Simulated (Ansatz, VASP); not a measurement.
Two plane-wave programs on NiO

File INCAR:

```
PREC     = Accurate       # precision mode
ENCUT    = 520            # plane-wave cutoff, eV
EDIFF    = 1E-7           # SCF threshold, eV
ISMEAR   = 0              # smearing method
SIGMA    = 0.05           # smearing width, eV
LREAL    = False          # projectors in reciprocal space
LASPH    = True           # aspherical terms in the spheres
NELM     = 150            # most SCF steps
ALGO     = Normal         # electronic algorithm
ISIF     = 2              # what is computed and relaxed
LWAVE    = False          # write WAVECAR
LCHARG   = True           # write CHGCAR
ISPIN    = 2              # spin polarisation
MAGMOM   = 1.92 0.21      # initial moments
LORBIT   = 11             # projections on sites
LMAXMIX  = 4              # l up to which the mixer works
LDAU     = True           # DFT+U
LDAUTYPE = 2            
LDAUL    = 2 -1           # shell
LDAUU    = 6.2 0          # U, eV
LDAUJ    = 0 0          
LDAUPRINT= 1            
GGA      = PE             # functional
LELF     = True           # ELF
LVHAR    = True         
NBANDS   = 19             # bands
```

KPOINTS

```
regular mesh
0
Gamma
  10 10 10
```

The input POSCAR:

```
NiO
1.0
    0.0000000000      2.1503720565      2.1503720565
    2.1503720565      0.0000000000      2.1503720565
    2.1503720565      2.1503720565      0.0000000000
Ni O
1 1
Direct
    0.0000000000      0.0000000000      0.0000000000
    0.5000000000      0.5000000000      0.5000000000
```

Input for Ansatz:

```yaml
crystal:
  lattice:
    - [0.0, 2.1503720565, 2.1503720565]
    - [2.1503720565, 0.0, 2.1503720565]
    - [2.1503720565, 2.1503720565, 0.0]
  atoms:
    - { symbol: Ni, position: [0.0, 0.0, 0.0], spin: 1.89 }
    - { symbol: O, position: [0.5, 0.5, 0.5] }
basis:
  ecutwfc: 420
  ecutrho_ratio: 4
kpoints:
  mp_grid: { grid: [10, 10, 10] }
hamiltonian:
  xc: pbe
  hubbard:
    sites:
      - { species: Ni, l: d, u_eff: 6.2, starting_ns: start.occupation_matrices }
    ns_hold: { iters: 6 }
scf:
  occupations: { method: gaussian, width: 0.05 }
  lower_state_search: "off"
output:
  forces: true
  stress: true
  eigenvalues: true
  populations: true
  hubbard: { sites: [{ species: Ni, l: d }] }
magnetization:
  spin_polarized: true
```

Alike in both runs: task single point; functional PBE; k mesh 10 × 10 × 10; occupations gaussian, width 0.05 eV; collinear spin; Hubbard terms Ni d U = 6.2 eV.

|  | VASP | Ansatz |
| --- | --- | --- |
| version | VASP 6.6.1 | Ansatz 0.2.0 |
| potentials or method | VASP PAW PBE potentials, release 64 (Ni, O), cutoff 520 eV | scalar-relativistic, plane waves, PAW |
| valence electrons in the cell | 16 | 24 |

VASP gave:

```
gap on the k mesh at the Fermi level (eV)                     : 2.23
least direct gap on the mesh (eV)                             : 3.01
pressure (GPa)                                                : -11.3
net moment per atom (μB)                                      : 1.00
size of the moment on the site where the two differ most (μB) : 1.83
```

**Question.** Which values does Ansatz return?

**Answer.** gap on the k mesh at the Fermi level (eV): 1.82; least direct gap on the mesh (eV): 2.87; pressure (GPa): -4.0; net moment per atom (μB): 1.00; size of the moment on the site where the two differ most (μB): 1.74.

Site moments also hang on the region over which each program counts them. The programs project onto different local orbitals, so the same U acts differently, and such runs can settle in different states. VASP's potentials hold 16 valence electrons a cell and Ansatz's 24, so a difference there can come from the potentials and not from the codes.
